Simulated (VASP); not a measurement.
# Sc2Cu3 (P-3m1) in VASP: further runs, part 2 of 3

VASP 6.6.1. The steps go on from the part before.

## 3. Single point, PBE

This run uses another cell than the first one, of 18.78 Å³/atom.

The input, INCAR:

```
SYSTEM = Sc2Cu3
PREC = Accurate
ENCUT = 520
EDIFF = 1E-7
ISMEAR = 0
SIGMA = 0.1
LREAL = .False.
LASPH = .True.
NELM = 100
ALGO = Fast
ISIF = 2
LWAVE = .False.
LCHARG = .False.
GGA = PE
NBANDS = 36
```

The input, KPOINTS:

```
Automatic mesh
0
Gamma
  6 6 4
  0 0 0
```

The input, POSCAR:

```
Sc2Cu3
1.0
    4.4574838533     -0.0000000032      0.0000000000
   -2.2287419239      3.8602942555      0.0000000000
    0.0000000000      0.0000000000      5.4573128639
Sc Cu
2 3
Direct
    0.3333333333      0.6666666667      0.1994494559
    0.6666666667      0.3333333333      0.8005505441
    0.0000000000      0.0000000000      0.0000000000
    0.3333333333      0.6666666667      0.6983415985
    0.6666666667      0.3333333333      0.3016584015
```

Potentials or basis: VASP PAW PBE potentials, release 64 (Sc_sv, Cu).

On the command line:

```
$ cat potpaw_PBE.64/Sc_sv/POTCAR potpaw_PBE.64/Cu/POTCAR > POTCAR
$ mpirun -np 1 vasp_std > vasp.out
```

OUTCAR:

```text
SYSTEM = Sc2Cu3
   PREC = Accurate
   ENCUT = 520
   EDIFF = 1E-7
   ISMEAR = 0
   LREAL = .False.
   LASPH = .True.
   NELM = 100
   ISIF = 2
   GGA = PE

 ion  position               nearest neighbor table
   1  0.333  0.667  0.199-   5 2.63   5 2.63   5 2.63   4 2.72   4 2.73   3 2.79   3 2.79   3 2.79
                             2 3.37   2 3.37   2 3.37
   2  0.667  0.333  0.801-   4 2.63   4 2.63   4 2.63   5 2.72   5 2.73   3 2.79   3 2.79   3 2.79
                             1 3.37   1 3.37   1 3.37
   3  0.000  0.000  0.000-   1 2.79   2 2.79   1 2.79   2 2.79   2 2.79   1 2.79
   4  0.333  0.667  0.698-   2 2.63   2 2.63   2 2.63   1 2.72   1 2.73
   5  0.667  0.333  0.302-   1 2.63   1 2.63   1 2.63   2 2.72   2 2.73

  LATTYP: Found a hexagonal cell.
 ALAT       =     4.4574838533
 C/A-ratio  =     1.2243034509

  Lattice vectors:

 A1 = (   4.4574838533,  -0.0000000032,   0.0000000000)
 A2 = (  -2.2287419239,   3.8602942555,   0.0000000000)
 A3 = (   0.0000000000,   0.0000000000,   5.4573128639)

Analysis of symmetry for initial positions (statically):
=====================================================================
 Subroutine PRICEL returns:
 Original cell was already a primitive cell.

 Routine SETGRP: Setting up the symmetry group for a
 hexagonal supercell.

 Subroutine GETGRP returns: Found 12 space group operations
 (whereof 12 operations were pure point group operations)
 out of a pool of 24 trial point group operations.

The static configuration has the point symmetry D_3d.

Analysis of symmetry for dynamics (positions and initial velocities):
=====================================================================
 Subroutine PRICEL returns:
 Original cell was already a primitive cell.

 Routine SETGRP: Setting up the symmetry group for a
 hexagonal supercell.
[... 127 lines left out ...]
   IALGO  =     68    algorithm
   IMIX   =      4    mixing-type and parameters
     AMIX     =   0.40;   BMIX     =  1.00
     AMIX_MAG =   1.60;   BMIX_MAG =  1.00
  volume/ion in A,a.u.               =      18.78       126.74
  Fermi-wavevector in a.u.,A,eV,Ry     =   1.369723  2.588401 25.526445  1.876141
  Thomas-Fermi vector in A             =   2.495573
   LORBIT       =      0    0 simple, 1 ext, 2 COOP (PROOUT), +10 PAW based schemes
   GGA     = PE    functional components
   LHFCALC =     F    Hartree Fock is set to
   AEXX    =    0.0000 exact exchange contribution
   IVDW    =     0    specifies the selected vdW correction
   LEPSILON=     F    determine dielectric tensor
   LRPA    =     F    only Hartree local field effects (RPA)
 non-spin polarized calculation
 RMM-DIIS sequential band-by-band and
 Gauss-broadening in eV      SIGMA  =   0.10
  energy-cutoff  :      520.00
  volume of cell :       93.91
 maximum number of plane-waves:      2559
 NGX is ok and might be reduce to    36
   NGX = 17   NGY = 17   NGZ = 21

 number of electron      54.9999991 magnetization

 Free energy of the ion-electron system (eV)
  ---------------------------------------------------
  ext. energy  EPLUGINS =         0.00000000
  ---------------------------------------------------
  free energy    TOTEN  =       -23.25028003 eV

  energy without entropy =      -23.22998196  energy(sigma->0) =      -23.24013099

 E-fermi :   4.4247     XC(G=0): -10.4794

 val. band max:        4.4047977199   @ k =   0.3333   0.1667   0.5000
 cond. band min:       4.4253245705   @ k =   0.3333   0.0000   0.2500
 fundamental gap:      0.0205268506
 Fermi energy:         4.4246969954

 k-point     1 :       0.0000    0.0000    0.0000
  band No.  band energies     occupation
      1     -45.2243      2.00000
      2     -45.2024      2.00000
      3     -23.9151      2.00000
      4     -23.8818      2.00000
      5     -23.8818      2.00000
      6     -23.8251      2.00000
[... 925 lines left out ...]
     35       7.0721      0.00000
     36       7.3421      0.00000

------------------------ aborting loop because EDIFF is reached ----------------------------------------

  FORCE on cell =-STRESS in cart. coord.  units (eV):
  Direction    XX          YY          ZZ          XY          YZ          ZX
  --------------------------------------------------------------------------------------
  -------------------------------------------------------------------------------------
  Total        0.1662397      0.1662397      0.1611714     -0.0000000      0.0000000      0.0000000
  in kB        2.8363275      2.8363275      2.7498530     -0.0000000      0.0000000      0.0000000
  external PRESSURE =       2.8075027 kB  Pullay stress =       0.0000000 kB

 VOLUME and BASIS-vectors are now :
 -----------------------------------------------------------------------------
  energy-cutoff  :      520.00
  volume of cell :       93.91
      direct lattice vectors                 reciprocal lattice vectors
     4.457483853 -0.000000003  0.000000000     0.224341811  0.129523805  0.000000000
    -2.228741924  3.860294255  0.000000000     0.000000000  0.259047610  0.000000000
     0.000000000  0.000000000  5.457312864     0.000000000  0.000000000  0.183240365

 POSITION                                       TOTAL-FORCE (eV/Angst)
 -----------------------------------------------------------------------------------
      0.00000      2.57353      1.08846         0.000000     -0.000000     -0.007340
      2.22874      1.28676      4.36885        -0.000000      0.000000      0.007340
      0.00000      0.00000      0.00000        -0.000000     -0.000000     -0.000000
      0.00000      2.57353      3.81107        -0.000000      0.000000     -0.007537
      2.22874      1.28676      1.64624        -0.000000     -0.000000      0.007537
 -----------------------------------------------------------------------------------
    total drift:                               -0.000000      0.000000      0.000000

  FREE ENERGIE OF THE ION-ELECTRON SYSTEM (eV)
  ---------------------------------------------------
  free  energy   TOTEN  =       -23.2502800257 eV

  energy  without entropy=      -23.2299819617  energy(sigma->0) =      -23.24013099
```

OSZICAR:

```text
N       E                     dE             d eps       ncg     rms          rms(c)
DAV:   1     0.727757087541E+03    0.72776E+03   -0.24544E+04  1736   0.206E+03
DAV:   2     0.516655487881E+02   -0.67609E+03   -0.66304E+03  2048   0.586E+02
DAV:   3    -0.233119422486E+02   -0.74977E+02   -0.71761E+02  2304   0.260E+02
[... 11 lines left out ...]
RMM:  15    -0.232502609672E+02   -0.32884E-04   -0.52192E-04  2323   0.171E-01    0.156E-02
RMM:  16    -0.232502774369E+02   -0.16470E-04   -0.20386E-04  2610   0.761E-02    0.519E-03
RMM:  17    -0.232502791356E+02   -0.16988E-05   -0.41269E-05  2601   0.305E-02    0.608E-03
RMM:  18    -0.232502795298E+02   -0.39418E-06   -0.11928E-05  2479   0.216E-02    0.187E-03
RMM:  19    -0.232502800713E+02   -0.54150E-06   -0.31162E-06  1988   0.883E-03    0.891E-04
RMM:  20    -0.232502800257E+02    0.45658E-07   -0.80969E-07  1604   0.475E-03
   1 F= -.23250280E+02 E0= -.23240131E+02  d E =-.202981E-01
```

Wall time 1.9 min (1 thread of Oxide Virtual Turin-like, shared host); peak memory 0.22 GiB.

Results:

| Property | Result |
| --- | --- |
| Free energy | -23.2503 eV |
| Pressure | 0.3 GPa |
| Largest force | 0.008 eV/Å |
| Band gap on the k mesh | zero (an odd number of electrons rules out a gap without spin polarisation) |

Forces in eV/Å, atoms in the order of the input:
```
Sc   0.000  0.000 -0.007
Sc   0.000  0.000  0.007
Cu   0.000  0.000  0.000
Cu   0.000  0.000 -0.008
Cu   0.000  0.000  0.008
```

Levels at points of the mesh, in eV from the Fermi level:
```csv
k point,band 25,band 26,band 27,band 28,band 29,band 30,band 31,band 32
"(0.00, 0.00, 0.00)",-2.69,-1.25,-0.12,-0.12,0.98,0.98,1.70,1.70
"(0.50, 0.00, 0.00)",-2.49,-1.17,0.12,0.53,0.65,0.88,1.23,1.84
"(0.00, 0.00, 0.50)",-2.49,-0.56,-0.56,-0.47,0.73,0.73,1.60,2.35
"(0.50, 0.00, 0.50)",-2.43,-1.98,-1.68,0.20,0.46,0.86,0.98,1.79
```

(Continued in part 3 of 3.)

The gap in the log of VASP goes by the Fermi energy; the results here count the filled bands.